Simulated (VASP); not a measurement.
Input of a VASP 6.6.1 run:

The input INCAR:

```
SYSTEM = Be3Te4
PREC = Accurate
ENCUT = 600
EDIFF = 1E-6
ISMEAR = 0
SIGMA = 0.2
LREAL = .False.
LASPH = .True.
NELM = 120
ALGO = Normal
ISIF = 2
LWAVE = .False.
LCHARG = .False.
GGA = PE
NBANDS = 24
GGA_COMPAT = .False.
```

KPOINTS

```
Automatic mesh
0
Gamma
  3 3 4
  0 0 0
```

File POSCAR:

```
Be3Te4
1.0
    7.1531421167      0.0000000000      0.0000000000
    0.0000000000      7.1531421167      0.0000000000
    0.0000000000      0.0000000000      4.1406194591
Be Te
3 4
Direct
    0.5000000000      0.5000000000      0.5000000000
    0.0000000000      0.5000000000      0.5035273875
    0.5000000000      0.0000000000      0.4964726125
    0.7372816144      0.7372816144      0.5000000000
    0.2627183856      0.2627183856      0.5000000000
    0.7372816144      0.2627183856      0.5000000000
    0.2627183856      0.7372816144      0.5000000000
```

Potentials or basis: VASP PAW PBE potentials, release 64 (Be, Te).

The run is started by

```bash
$ cat potpaw_PBE.64/Be/POTCAR potpaw_PBE.64/Te/POTCAR > POTCAR
$ mpirun -np 1 vasp_std > vasp.out
```

Q: Estimate the pressure.

A: 0.2 GPa.

Q: What does it give for the band gap on the k mesh?

A: Zero (bands 15 and 16 overlap by 1.23 eV).

Q: Predict the largest force.

A: 0.068 eV/Å.

Forces in eV/Å, atoms in the order of the input:
```
Be   0.000  0.000  0.000
Be   0.000  0.000 -0.025
Be   0.000  0.000  0.025
Te   0.048  0.048  0.000
Te  -0.048 -0.048  0.000
Te   0.048 -0.048  0.000
Te  -0.048  0.048  0.000
```

Caveat: the k points lie up to 0.38 Å⁻¹ apart, too coarse for converged energies and pressures of a metal; spin-orbit coupling is left out, which moves the levels of the heavy elements; this functional lacks dispersion, which binds the layers, so the pressure and a relaxed spacing across them are unreliable.
